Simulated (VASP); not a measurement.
Set up this calculation in VASP 6.6.1, as the native input.

```
Task                   : single point
Functional             : PBE
Potentials or basis    : VASP PAW PBE potentials, release 64 (Ta_pv, N)
Cutoff                 : 600 eV
k mesh                 : 18 × 18 × 10
Occupations            : gaussian, width 0.15 eV
Spin                   : no spin polarisation
Dipole correction      : no
Further INCAR settings : ALGO = Normal; EDIFF = 1e-06; NBANDS = 20
```

The structure of Ta2N lies in POSCAR:

```
Ta2N
1.0
    3.1011400595      0.0000000000      0.0000000000
   -1.5505700297      2.6856660722      0.0000000000
    0.0000000000      0.0000000000      4.8818900388
Ta N
2 1
Direct
    0.6666666667      0.3333333333      0.7447861099
    0.3333333333      0.6666666667      0.2549760447
    0.0000000000      0.0000000000      0.0030725805
```

These files were run (other wordings do the same):

INCAR

```
SYSTEM = Ta2N
PREC = Accurate
ENCUT = 600
EDIFF = 1E-6
ISMEAR = 0
SIGMA = 0.15
LREAL = .FALSE.
LASPH = .TRUE.
NELM = 120
ALGO = Normal
ISIF = 2
LWAVE = .FALSE.
LCHARG = .FALSE.
GGA = PE
NBANDS = 20
GGA_COMPAT = .FALSE.
```

KPOINTS

```
Automatic mesh
0
G
  18 18 10
  0 0 0
```

Potentials or basis: VASP PAW PBE potentials, release 64 (Ta_pv, N).

The run is started by

```bash
$ cat potpaw_PBE.64/Ta_pv/POTCAR potpaw_PBE.64/N/POTCAR > POTCAR
$ mpirun -np 1 vasp_std > vasp.out
```

Results of the run:

```
Pressure               : 0.4 GPa
Largest force          : 0.233 eV/Å
Band gap on the k mesh : zero (an odd number of electrons rules out a gap without spin polarisation)
```

Caveat: spin-orbit coupling is left out, which moves the levels of the heavy elements.

Wall time 9.4 min on 1 thread of Intel Xeon 8259CL, with other jobs on the host, peak memory 0.42 GiB.
